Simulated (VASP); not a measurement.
# In (Pm-3m) in VASP: further runs

In is run at these levels: PBEsol; tasks: single point, relaxation of cell and atoms.

Everything below comes from runs of VASP 6.6.1. Logs are shortened: lines on timing, memory, paths and dates and some standing lists are left out, and cuts for length are marked.

## Step 1: The cell of the first run

Symmetry: Pm-3m, No. 221, cubic system. The conventional cell has a = 2.961 Å, b = 2.961 Å, c = 2.961 Å, α = 90.00°, β = 90.00°, γ = 90.00°. Within 3.9 Å of In (site symmetry m-3m) lie 6 In at 2.96 Å.

## Step 2: Single point, PBEsol (volume scaled by 0.95)

Contents of INCAR:

```
SYSTEM = In
  PREC = Accurate
  ENCUT = 520
  EDIFF = 1E-6
  ISMEAR = -1
  SIGMA = 0.05
  LREAL = .False.
  LASPH = .True.
  NELM = 60
  ALGO = Normal
  ISIF = 2
  LWAVE = .False.
  LCHARG = .True.
  GGA = PS
  LELF = .True.
  LVHAR = .True.
  NBANDS = 12
```

Contents of KPOINTS:

```
regular mesh
0
Gamma
  14 14 14
  0 0 0
```

Contents of POSCAR:

```
In
1.0
    2.9611555928      0.0000000000      0.0000000000
    0.0000000000      2.9611555928      0.0000000000
    0.0000000000      0.0000000000      2.9611555928
In
1
Direct
    0.0000000000      0.0000000000      0.0000000000
```

Potentials or basis: VASP PAW PBE potentials, release 64 (In_d).

Launch:

```console
cat potpaw_PBE.64/In_d/POTCAR > POTCAR
mpirun -np 1 vasp_std > vasp.out
```

OUTCAR:

```text
SYSTEM = In
   PREC = Accurate
   ENCUT = 520
   EDIFF = 1E-6
   ISMEAR = -1
   LREAL = .False.
   LASPH = .True.
   NELM = 60
   ISIF = 2
   GGA = PS

 ion  position               nearest neighbor table
   1  0.000  0.000  0.000-

  LATTYP: Found a simple cubic cell.
 ALAT       =     2.9611555928

  Lattice vectors:

 A1 = (   2.9611555928,   0.0000000000,   0.0000000000)
 A2 = (   0.0000000000,   2.9611555928,   0.0000000000)
 A3 = (   0.0000000000,   0.0000000000,   2.9611555928)

Analysis of symmetry for initial positions (statically):
=====================================================================
 Subroutine PRICEL returns:
 Original cell was already a primitive cell.

 Routine SETGRP: Setting up the symmetry group for a
 simple cubic supercell.

 Subroutine GETGRP returns: Found 48 space group operations
 (whereof 48 operations were pure point group operations)
 out of a pool of 48 trial point group operations.

The static configuration has the point symmetry O_h .

Analysis of symmetry for dynamics (positions and initial velocities):
=====================================================================
 Subroutine PRICEL returns:
 Original cell was already a primitive cell.

 Routine SETGRP: Setting up the symmetry group for a
 simple cubic supercell.

 Subroutine GETGRP returns: Found 48 space group operations
 (whereof 48 operations were pure point group operations)
 out of a pool of 48 trial point group operations.

The dynamic configuration has the point symmetry O_h .

 Subroutine INISYM returns: Found 48 space group operations
 (whereof 48 operations are pure point group operations),
 and found     1 'primitive' translations

----------------------------------------------------------------------------------------

                                     Primitive cell

  volume of cell :      25.9647

  direct lattice vectors                    reciprocal lattice vectors
     2.961155593  0.000000000  0.000000000     0.337705996  0.000000000  0.000000000
     0.000000000  2.961155593  0.000000000     0.000000000  0.337705996  0.000000000
     0.000000000  0.000000000  2.961155593     0.000000000  0.000000000  0.337705996

  length of vectors
     2.961155593  2.961155593  2.961155593     0.337705996  0.337705996  0.337705996

  position of ions in fractional coordinates (direct lattice)
     0.000000000  0.000000000  0.000000000

  ion indices of the primitive-cell ions
   primitive index   ion index
                 1           1

----------------------------------------------------------------------------------------

 KPOINTS: regular mesh

Automatic generation of k-mesh.
 Grid dimensions read from file:
 generate k-points for:   14   14   14

 Generating k-lattice:

  Cartesian coordinates                     Fractional coordinates (reciprocal lattice)
     0.024121857  0.000000000  0.000000000     0.071428571  0.000000000  0.000000000
     0.000000000  0.024121857  0.000000000     0.000000000  0.071428571  0.000000000
     0.000000000  0.000000000  0.024121857     0.000000000  0.000000000  0.071428571

  Length of vectors
     0.024121857  0.024121857  0.024121857

  Shift w.r.t. Gamma in fractional coordinates (k-lattice)
     0.000000000  0.000000000  0.000000000

 Subroutine IBZKPT returns following result:
 ===========================================

 Found    120 irreducible k-points:

 Following reciprocal coordinates:
            Coordinates               Weight
  0.000000  0.000000  0.000000      1.000000
  0.071429  0.000000  0.000000      6.000000
  0.142857  0.000000  0.000000      6.000000
  0.214286  0.000000  0.000000      6.000000
  0.285714  0.000000  0.000000      6.000000
  0.357143  0.000000  0.000000      6.000000
[... 16 lines left out ...]
  0.285714  0.214286  0.000000     24.000000
  0.357143  0.214286  0.000000     24.000000
 [... further k-points ...]
   k-points           NKPTS =    120   k-points in BZ     NKDIM =    120   number of bands    NBANDS=     12
   number of dos      NEDOS =    301   number of ions     NIONS =      1
   total plane-waves  NPLWV =  13824
   dimension x,y,z NGX =    24 NGY =   24 NGZ =   24
   dimension x,y,z NGXF=    48 NGYF=   48 NGZF=   48
   ions per type =               1
   NGX,Y,Z   is equivalent  to a cutoff of  13.47, 13.47, 13.47 a.u.
   NGXF,Y,Z  is equivalent  to a cutoff of  26.95, 26.95, 26.95 a.u.
 SYSTEM =  In
   PREC   = accura    normal or accurate (medium, high low for compatibility)
   ISTART =      0    job   : 0-new  1-cont  2-samecut
   ICHARG =      2    charge: 1-file 2-atom 10-const
   ISPIN  =      1    spin polarized calculation?
   LNONCOLLINEAR =      F non collinear calculations
   LSORBIT =      F    spin-orbit coupling
   LASPH  =      T    aspherical Exc in radial PAW
   ENCUT  =  520.0 eV  38.22 Ry    6.18 a.u.   5.51  5.51  5.51*2*pi/ulx,y,z
   NELM   =     60;   NELMIN=  2; NELMDL= -5     # of ELM steps
   EDIFF  = 0.1E-05   stopping-criterion for ELM
   LREAL  =      F    real-space projection
   EDIFFG = 0.1E-04   stopping-criterion for IOM
   NSW    =      0    number of steps for IOM
   IBRION =     -1    ionic relax: 0-MD 1-quasi-New 2-CG
   NFREE  =      0    steps in history (QN), initial steepest desc. (CG)
   ISIF   =      2    stress and relaxation
   ISYM   =      2    0-nonsym 1-usesym 2-fastsym
   POTIM  = 0.5000    time-step for ionic-motion
   TEBEG  =    0.0;   TEEND  =   0.0 temperature during run
   PSTRESS=    0.0 pullay stress
   NELECT =      13.0000    total number of electrons
   NUPDOWN=      -1.0000    fix difference up-down
   EMIN   =  10.00;   EMAX   =-10.00  energy-range for DOS
   EFERMI =   0.00;   METHOD = LEGACY
   ISMEAR =    -1;   SIGMA  =   0.05  broadening in eV -4-tet -1-fermi 0-gaus
   EFERMI_NEDOS =   21; number of points for ismear=-14 and -15
   IALGO  =     38    algorithm
   IMIX   =      4    mixing-type and parameters
     AMIX     =   0.40;   BMIX     =  1.00
     AMIX_MAG =   1.60;   BMIX_MAG =  1.00
  volume/ion in A,a.u.               =      25.96       175.22
  Fermi-wavevector in a.u.,A,eV,Ry     =   1.299954  2.456557 22.992226  1.689881
  Thomas-Fermi vector in A             =   2.431185
   LORBIT       =      0    0 simple, 1 ext, 2 COOP (PROOUT), +10 PAW based schemes
   GGA     = PS    functional components
   LHFCALC =     F    Hartree Fock is set to
   AEXX    =    0.0000 exact exchange contribution
   IVDW    =     0    specifies the selected vdW correction
   LEPSILON=     F    determine dielectric tensor
   LRPA    =     F    only Hartree local field effects (RPA)
 non-spin polarized calculation
  energy-cutoff  :      520.00
  volume of cell :       25.96
 maximum number of plane-waves:       739
 NGX is ok and might be reduce to    24
   NGX = 11   NGY = 11   NGZ = 11

 number of electron      13.0000000 magnetization

 Free energy of the ion-electron system (eV)
  ---------------------------------------------------
  ext. energy  EPLUGINS =         0.00000000
  ---------------------------------------------------
  free energy    TOTEN  =        -2.87891889 eV

  energy without entropy =       -2.87448871  energy(sigma->0) =       -2.87670380

 E-fermi :   7.2256     XC(G=0): -10.3690

 val. band max:        7.2047956279   @ k =   0.4286   0.2857   0.2857
 cond. band min:       7.2662912326   @ k =   0.4286   0.3571   0.2143
 fundamental gap:      0.0614956047
 Fermi energy:         7.2255709596

 k-point     1 :       0.0000    0.0000    0.0000
  band No.  band energies     occupation
      1      -7.8247      2.00000
      2      -7.8247      2.00000
      3      -6.9189      2.00000
      4      -6.9189      2.00000
      5      -6.9189      2.00000
      6      -2.3788      2.00000
      7      14.9792      0.00000
      8      14.9792      0.00000
      9      14.9792      0.00000
     10      18.3490      0.00000
     11      18.3490      0.00000
     12      19.6622      0.00000

 k-point     2 :       0.0714    0.0000    0.0000
  band No.  band energies     occupation
      1      -7.8217      2.00000
      2      -7.7940      2.00000
      3      -6.9317      2.00000
      4      -6.9317      2.00000
      5      -6.9178      2.00000
      6      -2.2859      2.00000
      7      13.7852      0.00000
      8      15.0897      0.00000
      9      15.0897      0.00000
     10      18.3964      0.00000
     11      18.9657      0.00000
     12      20.4036      0.00000

 k-point     3 :       0.1429    0.0000    0.0000
  band No.  band energies     occupation
      1      -7.8132      2.00000
      2      -7.7084      2.00000
      3      -6.9673      2.00000
      4      -6.9673      2.00000
      5      -6.9148      2.00000
      6      -2.0045      2.00000
      7      11.7595      0.00000
      8      15.4148      0.00000
      9      15.4148      0.00000
     10      18.5392      0.00000
     11      19.2832      0.00000
     12      22.5986      0.00000
[... 286 lines left out ...]
 k-point    23 :       0.2857    0.2143    0.0000
  band No.  band energies     occupation
      1      -7.6494      2.00000
      2      -7.2957      2.00000
      3      -7.2153      2.00000
      4      -7.0628      2.00000
      5      -7.0014      2.00000
      6      -0.0237      2.00000
      7       8.5027      0.00000
      8      11.2720      0.00000
      9      17.6052      0.00000
     10      19.0230      0.00000
     11      19.9961      0.00000
     12      25.1605      0.00000

 k-point    24 :       0.3571    0.2143    0.0000
  band No.  band energies     occupation
      1      -7.6293      2.00000
      2      -7.2774      2.00000
      3      -7.1728      2.00000
      4      -7.1114      2.00000
      5      -6.9962      2.00000
      6       0.8266      2.00000
      7       6.7321      1.99990
      8      12.0087      0.00000
      9      17.5127      0.00000
     10      18.4028      0.00000
     11      20.4154      0.00000
     12      24.2420      0.00000

 [... further k-points ...]
[... 5 lines left out ...]
  --------------------------------------------------------------------------------------
  -------------------------------------------------------------------------------------
  Total        0.3789757      0.3789757      0.3789757     -0.0000000      0.0000000      0.0000000
  in kB       23.3850498     23.3850498     23.3850498     -0.0000000      0.0000000      0.0000000
  external PRESSURE =      23.3850498 kB  Pullay stress =       0.0000000 kB

 VOLUME and BASIS-vectors are now :
 -----------------------------------------------------------------------------
  energy-cutoff  :      520.00
  volume of cell :       25.96
      direct lattice vectors                 reciprocal lattice vectors
     2.961155593  0.000000000  0.000000000     0.337705996  0.000000000  0.000000000
     0.000000000  2.961155593  0.000000000     0.000000000  0.337705996  0.000000000
     0.000000000  0.000000000  2.961155593     0.000000000  0.000000000  0.337705996

 POSITION                                       TOTAL-FORCE (eV/Angst)
 -----------------------------------------------------------------------------------
      0.00000      0.00000      0.00000         0.000000      0.000000      0.000000
 -----------------------------------------------------------------------------------
    total drift:                                0.000000     -0.000000      0.000000

  FREE ENERGIE OF THE ION-ELECTRON SYSTEM (eV)
  ---------------------------------------------------
  free  energy   TOTEN  =        -2.8789188938 eV

  energy  without entropy=       -2.8744887098  energy(sigma->0) =       -2.87670380
```

Run time: 14 s. Hardware: 1 thread of Intel Xeon 6975P-C, shared host; peak memory 0.16 GiB.

What came out:

```
Free energy : -2.8789 eV
Pressure    : 2.3 GPa
```

Caveat: the cell differs from its parent crystal (volume scaled by 0.95); the PAW data sets were made with another functional, which shifts forces and pressure a little; spin-orbit coupling is left out, which moves the levels of the heavy elements.

## Step 3: Single point, PBEsol

This run uses another cell than the first one, of 27.33 Å³/atom, 1.053 times its volume.

Contents of INCAR:

```
PREC = Accurate
ENCUT = 520
EDIFF = 1E-7
ISMEAR = -1
SIGMA = 0.05
LREAL = F
LASPH = T
NELM = 80
ALGO = Normal
ISIF = 2
LWAVE = F
LCHARG = F
GGA = PS
NBANDS = 12
```

Contents of KPOINTS:

```
Automatic mesh
0
Gamma
  14 14 14
```

Contents of POSCAR:

```
In
1.0
    3.0122200346      0.0000000000      0.0000000000
    0.0000000000      3.0122200346      0.0000000000
    0.0000000000      0.0000000000      3.0122200346
In
1
Direct
    0.0000000000      0.0000000000      0.0000000000
```

Potentials or basis: VASP PAW PBE potentials, release 64 (In_d).

Launch:

```console
cat potpaw_PBE.64/In_d/POTCAR > POTCAR
mpirun -np 1 vasp_std > vasp.out
```

It took 11 s on 1 thread of Intel Xeon 6975P-C, shared host; peak memory 0.16 GiB.

The run converged. Its results:

- Free energy: -2.8891 eV
- Pressure: 0.0 GPa

Levels at points of the mesh, in eV from the Fermi level:
```tsv
k point	band 3	band 4	band 5	band 6	band 7	band 8	band 9	band 10
(0.00, 0.00, 0.00)	-14.15	-14.15	-14.15	-9.28	7.48	7.48	7.48	10.77
(0.50, 0.00, 0.00)	-14.37	-14.37	-14.13	-5.45	-3.55	10.70	10.70	12.83
(0.50, 0.50, 0.00)	-14.34	-14.34	-13.92	-1.48	-0.67	-0.67	3.91	14.48
(0.50, 0.50, 0.50)	-14.66	-13.91	-13.91	2.17	2.17	2.17	3.23	7.33
```

Caveat: the PAW data sets were made with another functional, which shifts forces and pressure a little; spin-orbit coupling is left out, which moves the levels of the heavy elements.

## Step 4: Single point, PBEsol

This run uses another cell than the first one, of 27.33 Å³/atom, 1.053 times its volume.

Contents of INCAR:

```
SYSTEM = In
PREC = Accurate ; ENCUT = 520
EDIFF = 1E-6 ; ISMEAR = -1
SIGMA = 0.05 ; LREAL = .FALSE.
LASPH = .TRUE. ; NELM = 100
ALGO = Normal ; ISIF = 2
LWAVE = .FALSE. ; LCHARG = .TRUE.
GGA = PS ; LELF = .TRUE.
LVHAR = .TRUE. ; NBANDS = 12
```

Contents of KPOINTS:

```
Automatic mesh
0
G
  14 14 14
  0 0 0
```

POSCAR is that of step 3.

Launch:

```console
cat potpaw_PBE.64/In_d/POTCAR > POTCAR
mpirun -np 1 vasp_std > vasp.out
```

Run time: 12 s. Hardware: 1 thread of Intel Xeon 6975P-C, shared host; peak memory 0.16 GiB.

Results (log left out):

```
Free energy : -2.8891 eV
Pressure    : 0.0 GPa
```

Levels at points of the mesh, in eV from the Fermi level:
```
           k point  band 3  band 4  band 5  band 6  band 7  band 8  band 9  band 10
(0.00, 0.00, 0.00)  -14.15  -14.15  -14.15   -9.28    7.48    7.48    7.48    10.77
(0.50, 0.00, 0.00)  -14.37  -14.37  -14.13   -5.45   -3.55   10.70   10.70    12.83
(0.50, 0.50, 0.00)  -14.34  -14.34  -13.92   -1.48   -0.67   -0.67    3.91    14.48
(0.50, 0.50, 0.50)  -14.66  -13.91  -13.91    2.17    2.17    2.17    3.23     7.33
```

Caveat: the PAW data sets were made with another functional, which shifts forces and pressure a little; spin-orbit coupling is left out, which moves the levels of the heavy elements.

[end of part 1 of 2]
